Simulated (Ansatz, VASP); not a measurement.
# Two plane-wave programs on Br

The input INCAR:

```
PREC = Accurate
ENCUT = 600
EDIFF = 1E-6
ISMEAR = 0
SIGMA = 0.1
LREAL = F
LASPH = T
NELM = 100
ALGO = Normal
ISIF = 3
LWAVE = F
LCHARG = F
GGA = PE
IBRION = 2
NSW = 90
EDIFFG = -0.04
```

KPOINTS

```
Automatic mesh
0
Gamma
  3 3 4
```

The input POSCAR:

```
Br
1.0
    6.5289433897      0.0000000000      0.0000000000
   -3.2644716948      5.6542308353      0.0000000000
    0.0000000000      0.0000000000      6.5569823948
Br
6
Direct
    0.0145700000      0.7500000000      0.7354300000
    0.2500000000      0.2645700000      0.7354300000
    0.2645700000      0.2500000000      0.2645700000
    0.7354300000      0.9854300000      0.7354300000
    0.7500000000      0.0145700000      0.2645700000
    0.9854300000      0.7354300000      0.2645700000
```

Input for Ansatz:

```yaml
crystal:
  lattice:
    - [6.5289433897, 0.0, 0.0]
    - [-3.2644716948, 5.6542308353, 0.0]
    - [0.0, 0.0, 6.5569823948]
  atoms:
    - { symbol: Br, position: [0.01457, 0.75, 0.73543] }
    - { symbol: Br, position: [0.25, 0.26457, 0.73543] }
    - { symbol: Br, position: [0.26457, 0.25, 0.26457] }
    - { symbol: Br, position: [0.73543, 0.98543, 0.73543] }
    - { symbol: Br, position: [0.75, 0.01457, 0.26457] }
    - { symbol: Br, position: [0.98543, 0.73543, 0.26457] }
basis:
  ecutwfc: 420
kpoints:
  mp_grid: { grid: [3, 3, 4] }
hamiltonian:
  xc: pbe
scf:
  occupations: { method: gaussian, width: 0.1 }
  lower_state_search: "off"
output:
  forces: true
  stress: true
  eigenvalues: true
relax:
  adjacent_minimum: "off"
  f_tol: 0.04
  max_steps: 70
  cell: { stress_tol: 0.4 }
```

Alike in both runs: task relaxation of cell and atoms; functional PBE; k mesh 3 × 3 × 4; occupations gaussian, width 0.1 eV; no spin polarisation.

```csv
,VASP,Ansatz
version,VASP 6.6.1,Ansatz 0.2.0
potentials or method,"VASP PAW PBE potentials, release 64 (Br), cutoff 600 eV","scalar-relativistic, plane waves, PAW"
valence electrons in the cell,42,42
```

```csv
,VASP,Ansatz,Ansatz less VASP
"gap on the k mesh at the Fermi level, each at its own relaxed structure (eV)",none,none,-
relaxed volume (Å³/atom),40.16,37.76,-2.402
relaxed cell length with the largest relative difference (Å),7.361,7.139,-0.2221
```

A gap of «none» marks a metal or a gap that the smearing closes. One of these differences is far larger than is usual between the two programs; its cause wasn't traced.

The k mesh is coarse, so the values compare programs but aren't converged.
